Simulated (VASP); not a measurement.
# Si5W (P6/mmm) in VASP: density of states with PBE

Aim: the density of states of Si5W with PBE.

Everything below comes from runs of VASP 6.6.1. Logs are shortened: lines on timing, memory, paths and dates and some standing lists are left out, and cuts for length are marked.

**1. The cell of the first run**

It takes space group P6/mmm (No. 191, hexagonal). Conventional cell: a = 4.472 Å, b = 4.472 Å, c = 4.977 Å, α = 90.00°, β = 90.00°, γ = 120.00°. Si (site symmetry 3m) has 8 Si at 2.46 to 2.87 Å and 3 W at 2.86 Å within 3.2 Å. Within 3.3 Å of Si (site symmetry 6/mmm) lie 2 W at 2.49 Å and 12 Si at 2.87 Å. Within 3.3 Å of W (site symmetry 6/mmm) lie 14 Si at 2.49 to 2.86 Å.

**2. Density of states, PBE**

The input, POSCAR:

```
Si5W
1.0
    4.4721601288      0.0000000000      0.0000000000
   -2.2360800644      3.8730042814      0.0000000000
    0.0000000000      0.0000000000      4.9774971646
Si W
5 1
Direct
    0.3333333333      0.6666666667      0.7529462810
    0.6666666667      0.3333333333      0.7529462810
    0.6666666667      0.3333333333      0.2470537190
    0.3333333333      0.6666666667      0.2470537190
    0.0000000000      0.0000000000      0.5000000000
    0.0000000000      0.0000000000      0.0000000000
```

The input, INCAR.step1:

```
SYSTEM = Si5W
ALGO = Normal ; EDIFF = 1E-6
ENCUT = 520 ; GGA = PE
ISIF = 2 ; ISMEAR = 0
LASPH = .True. ; LCHARG = .True.
LMAXMIX = 4 ; LREAL = .False.
LWAVE = .False. ; NBANDS = 26
NELM = 100 ; PREC = Accurate
SIGMA = 0.1
```

The input, KPOINTS.step1:

```
k-points
0
Gamma
  12 12 8
  0 0 0
```

The input, INCAR.step2:

```
SYSTEM = Si5W
ALGO = Normal ; EDIFF = 1E-6
ENCUT = 520 ; GGA = PE
ICHARG = 11 ; ISIF = 2
ISMEAR = -5 ; LASPH = .True.
LCHARG = .False. ; LMAXMIX = 4
LORBIT = 11 ; LREAL = .False.
LWAVE = .False. ; NBANDS = 26
NEDOS = 2001 ; NELM = 100
PREC = Accurate ; SIGMA = 0.1
```

The input, KPOINTS.step2:

```
k-points
0
Gamma
  18 18 12
  0 0 0
```

Potentials or basis: VASP PAW PBE potentials, release 64 (Si, W_sv).

Run with:

```bash
$ cat potpaw_PBE.64/Si/POTCAR potpaw_PBE.64/W_sv/POTCAR > POTCAR
$ cp INCAR.step1 INCAR
$ cp KPOINTS.step1 KPOINTS
$ mpirun -np 1 vasp_std > vasp.out
$ cp INCAR.step2 INCAR
$ cp KPOINTS.step2 KPOINTS
$ mpirun -np 1 vasp_std > vasp.out
```

OUTCAR:

```text
SYSTEM = Si5W
   EDIFF = 1E-6
   ENCUT = 520
   GGA = PE
   ICHARG = 11
   ISIF = 2
   ISMEAR = -5
   LASPH = .True.
   LORBIT = 11
   LREAL = .False.
   NELM = 100
   PREC = Accurate

 ion  position               nearest neighbor table
   1  0.333  0.667  0.753-   4 2.46   4 2.52   2 2.58   2 2.58   2 2.58   6 2.86   6 2.86   6 2.86
                             5 2.87   5 2.87   5 2.87
   2  0.667  0.333  0.753-   3 2.46   3 2.52   1 2.58   1 2.58   1 2.58   6 2.86   6 2.86   6 2.86
                             5 2.87   5 2.87   5 2.87
   3  0.667  0.333  0.247-   2 2.46   2 2.52   4 2.58   4 2.58   4 2.58   6 2.86   6 2.86   6 2.86
                             5 2.87   5 2.87   5 2.87
   4  0.333  0.667  0.247-   1 2.46   1 2.52   3 2.58   3 2.58   3 2.58   6 2.86   6 2.86   6 2.86
                             5 2.87   5 2.87   5 2.87
   5  0.000  0.000  0.500-   6 2.49   6 2.49   3 2.87   4 2.87   1 2.87   2 2.87   2 2.87   3 2.87
                             1 2.87   4 2.87   2 2.87   3 2.87   1 2.87   4 2.87
   6  0.000  0.000  0.000-   5 2.49   5 2.49   3 2.86   4 2.86   1 2.86   2 2.86   2 2.86   3 2.86
                             1 2.86   4 2.86   2 2.86   3 2.86   1 2.86   4 2.86

  LATTYP: Found a hexagonal cell.
 ALAT       =     4.4721601288
 C/A-ratio  =     1.1129961856

  Lattice vectors:

 A1 = (   4.4721601288,   0.0000000000,   0.0000000000)
 A2 = (  -2.2360800644,   3.8730042814,   0.0000000000)
 A3 = (   0.0000000000,   0.0000000000,   4.9774971646)

Analysis of symmetry for initial positions (statically):
=====================================================================
 Subroutine PRICEL returns:
 Original cell was already a primitive cell.

 Routine SETGRP: Setting up the symmetry group for a
 hexagonal supercell.

 Subroutine GETGRP returns: Found 24 space group operations
 (whereof 24 operations were pure point group operations)
 out of a pool of 24 trial point group operations.

The static configuration has the point symmetry D_6h.

Analysis of symmetry for dynamics (positions and initial velocities):
=====================================================================
 Subroutine PRICEL returns:
 Original cell was already a primitive cell.

 Routine SETGRP: Setting up the symmetry group for a
 hexagonal supercell.

 Subroutine GETGRP returns: Found 24 space group operations
 (whereof 24 operations were pure point group operations)
 out of a pool of 24 trial point group operations.

The dynamic configuration has the point symmetry D_6h.

 Subroutine INISYM returns: Found 24 space group operations
 (whereof 24 operations are pure point group operations),
 and found     1 'primitive' translations

----------------------------------------------------------------------------------------

                                     Primitive cell

  volume of cell :      86.2137

  direct lattice vectors                    reciprocal lattice vectors
     4.472160129  0.000000000  0.000000000     0.223605589  0.129098747  0.000000000
    -2.236080064  3.873004281  0.000000000     0.000000000  0.258197494  0.000000000
     0.000000000  0.000000000  4.977497165     0.000000000  0.000000000  0.200904183

  length of vectors
     4.472160129  4.472160129  4.977497165     0.258197494  0.258197494  0.200904183

  position of ions in fractional coordinates (direct lattice)
     0.333333333  0.666666667  0.752946281
     0.666666667  0.333333333  0.752946281
     0.666666667  0.333333333  0.247053719
     0.333333333  0.666666667  0.247053719
     0.000000000  0.000000000  0.500000000
     0.000000000  0.000000000  0.000000000

  ion indices of the primitive-cell ions
   primitive index   ion index
                 1           1
                 2           2
                 3           3
                 4           4
                 5           5
                 6           6

----------------------------------------------------------------------------------------

 KPOINTS: k-points

Automatic generation of k-mesh.
 Grid dimensions read from file:
 generate k-points for:   18   18   12

 Generating k-lattice:

  Cartesian coordinates                     Fractional coordinates (reciprocal lattice)
     0.012422533  0.007172153  0.000000000     0.055555556  0.000000000  0.000000000
     0.000000000  0.014344305  0.000000000     0.000000000  0.055555556  0.000000000
     0.000000000  0.000000000  0.016742015     0.000000000  0.000000000  0.083333333

  Length of vectors
     0.014344305  0.014344305  0.016742015

  Shift w.r.t. Gamma in fractional coordinates (k-lattice)
     0.000000000  0.000000000  0.000000000

 TETIRR: Found   3954 inequivalent tetrahedra from    23328

 Subroutine IBZKPT returns following result:
 ===========================================

 Found    259 irreducible k-points:

 Following reciprocal coordinates:
            Coordinates               Weight
  0.000000  0.000000  0.000000      1.000000
  0.055556 -0.000000  0.000000      6.000000
  0.111111 -0.000000  0.000000      6.000000
  0.166667  0.000000  0.000000      6.000000
  0.222222  0.000000  0.000000      6.000000
  0.277778 -0.000000  0.000000      6.000000
[... 16 lines left out ...]
  0.333333  0.111111  0.000000     12.000000
  0.388889  0.111111  0.000000     12.000000
 [... further k-points ...]
   k-points           NKPTS =    259   k-points in BZ     NKDIM =    259   number of bands    NBANDS=     26
   number of dos      NEDOS =   2001   number of ions     NIONS =      6
   total plane-waves  NPLWV =  51840
   dimension x,y,z NGX =    36 NGY =   36 NGZ =   40
   dimension x,y,z NGXF=    72 NGYF=   72 NGZF=   80
   ions per type =               5   1
   NGX,Y,Z   is equivalent  to a cutoff of  13.38, 13.38, 13.36 a.u.
   NGXF,Y,Z  is equivalent  to a cutoff of  26.76, 26.76, 26.72 a.u.
 SYSTEM =  Si5W
   PREC   = accura    normal or accurate (medium, high low for compatibility)
   ISTART =      0    job   : 0-new  1-cont  2-samecut
   ICHARG =     11    charge: 1-file 2-atom 10-const
   ISPIN  =      1    spin polarized calculation?
   LNONCOLLINEAR =      F non collinear calculations
   LSORBIT =      F    spin-orbit coupling
   LASPH  =      T    aspherical Exc in radial PAW
   ENCUT  =  520.0 eV  38.22 Ry    6.18 a.u.   8.32  8.32  9.25*2*pi/ulx,y,z
   NELM   =    100;   NELMIN=  2; NELMDL=  0     # of ELM steps
   EDIFF  = 0.1E-05   stopping-criterion for ELM
   LREAL  =      F    real-space projection
   EDIFFG = 0.1E-04   stopping-criterion for IOM
   NSW    =      0    number of steps for IOM
   IBRION =     -1    ionic relax: 0-MD 1-quasi-New 2-CG
   NFREE  =      0    steps in history (QN), initial steepest desc. (CG)
   ISIF   =      2    stress and relaxation
   ISYM   =      2    0-nonsym 1-usesym 2-fastsym
   POTIM  = 0.5000    time-step for ionic-motion
   TEBEG  =    0.0;   TEEND  =   0.0 temperature during run
   PSTRESS=    0.0 pullay stress
   NELECT =      34.0000    total number of electrons
   NUPDOWN=      -1.0000    fix difference up-down
   EMIN   =  10.00;   EMAX   =-10.00  energy-range for DOS
   EFERMI =   0.00;   METHOD = LEGACY
   ISMEAR =    -5;   SIGMA  =   0.10  broadening in eV -4-tet -1-fermi 0-gaus
   EFERMI_NEDOS =   21; number of points for ismear=-14 and -15
   IALGO  =     38    algorithm
   IMIX   =      4    mixing-type and parameters
     AMIX     =   0.40;   BMIX     =  1.00
     AMIX_MAG =   1.60;   BMIX_MAG =  1.00
  volume/ion in A,a.u.               =      14.37        96.97
  Fermi-wavevector in a.u.,A,eV,Ry     =   1.200537  2.268687 19.609941  1.441290
  Thomas-Fermi vector in A             =   2.336371
   LORBIT       =     11    0 simple, 1 ext, 2 COOP (PROOUT), +10 PAW based schemes
   GGA     = PE    functional components
   LHFCALC =     F    Hartree Fock is set to
   AEXX    =    0.0000 exact exchange contribution
   IVDW    =     0    specifies the selected vdW correction
   LEPSILON=     F    determine dielectric tensor
   LRPA    =     F    only Hartree local field effects (RPA)
 non-spin polarized calculation
 Fermi weights with tetrahedron method with Bloechl corrections
  energy-cutoff  :      520.00
  volume of cell :       86.21
 maximum number of plane-waves:      2346
 NGX is ok and might be reduce to    36

 number of electron      33.9999999 magnetization

 Free energy of the ion-electron system (eV)
  ---------------------------------------------------
  ext. energy  EPLUGINS =         0.00000000
  ---------------------------------------------------
  free energy    TOTEN  =       -37.77486683 eV

  energy without entropy =      -37.77486683  energy(sigma->0) =      -37.77486683

 E-fermi :  10.9251     XC(G=0): -11.7179

 val. band max:       11.0114928140   @ k =   0.1111   0.1111   0.0000
 cond. band min:      10.8775659737   @ k =   0.5000  -0.0000   0.0833
 fundamental gap:     -0.1339268403
 Fermi energy:        10.9251239967

 k-point     1 :       0.0000    0.0000    0.0000
  band No.  band energies     occupation
      1     -63.6152      2.00000
      2     -27.9243      2.00000
      3     -27.8020      2.00000
      4     -27.8020      2.00000
      5      -3.4250      2.00000
      6       2.1093      2.00000
[... 18 lines left out ...]
     25      14.4691      0.00000
     26      16.4673      0.00000

 k-point     2 :       0.0556   -0.0000    0.0000
  band No.  band energies     occupation
      1     -63.6152      2.00000
      2     -27.9243      2.00000
      3     -27.8023      2.00000
      4     -27.8021      2.00000
      5      -3.3935      2.00000
      6       2.1277      2.00000
[... 18 lines left out ...]
     25      14.3088      0.00000
[... 608 lines left out ...]
     25      15.6712      0.00000
     26      16.1836      0.00000

 k-point    24 :       0.3889    0.1111    0.0000
  band No.  band energies     occupation
      1     -63.6151      2.00000
      2     -27.9234      2.00000
      3     -27.8091      2.00000
      4     -27.8044      2.00000
      5      -1.4058      2.00000
      6      -0.3415      2.00000
[... 18 lines left out ...]
     25      15.8876      0.00000
     26      16.3977      0.00000

 [... further k-points ...]
[... 5 lines left out ...]
  --------------------------------------------------------------------------------------
  -------------------------------------------------------------------------------------
  Total        0.2251660      0.2251660      0.0786390      0.0000000     -0.0000000      0.0000000
  in kB        4.1844367      4.1844367      1.4614100      0.0000000     -0.0000000      0.0000000
  external PRESSURE =       3.2767611 kB  Pullay stress =       0.0000000 kB

 VOLUME and BASIS-vectors are now :
 -----------------------------------------------------------------------------
  energy-cutoff  :      520.00
  volume of cell :       86.21
      direct lattice vectors                 reciprocal lattice vectors
     4.472160129  0.000000000  0.000000000     0.223605589  0.129098747  0.000000000
    -2.236080064  3.873004281  0.000000000     0.000000000  0.258197494  0.000000000
     0.000000000  0.000000000  4.977497165     0.000000000  0.000000000  0.200904183

 POSITION                                       TOTAL-FORCE (eV/Angst)
 -----------------------------------------------------------------------------------
     -0.00000      2.58200      3.74779        -0.000000      0.000000      0.042620
      2.23608      1.29100      3.74779        -0.000000      0.000000      0.042620
      2.23608      1.29100      1.22971         0.000000      0.000000     -0.042620
     -0.00000      2.58200      1.22971        -0.000000     -0.000000     -0.042620
      0.00000      0.00000      2.48875        -0.000000      0.000000      0.000000
      0.00000      0.00000      0.00000        -0.000000      0.000000      0.000000
 -----------------------------------------------------------------------------------
    total drift:                                0.000000     -0.000000     -0.000000

  FREE ENERGIE OF THE ION-ELECTRON SYSTEM (eV)
  ---------------------------------------------------
  free  energy   TOTEN  =       -37.7748668317 eV

  energy  without entropy=      -37.7748668317  energy(sigma->0) =      -37.77486683

 total charge

# of ion       s       p       d       tot
------------------------------------------
    1        0.788   0.807   0.000   1.594
    2        0.788   0.807   0.000   1.594
    3        0.788   0.807   0.000   1.594
    4        0.788   0.807   0.000   1.594
    5        0.858   0.719   0.000   1.576
    6        2.321   6.230   3.428  11.980
--------------------------------------------------
tot          6.329  10.175   3.428  19.933
```

It took 18 min on 1 thread of AMD EPYC 7R43 (Zen 3), shared host; peak memory 0.53 GiB.

What came out:

* Valence electrons inside the program's atomic spheres: Si 1.59, 1.58; W 11.98

Caveat: spin-orbit coupling is left out, which moves the levels of the heavy elements; tetrahedron occupations give inexact forces and stress in metals.
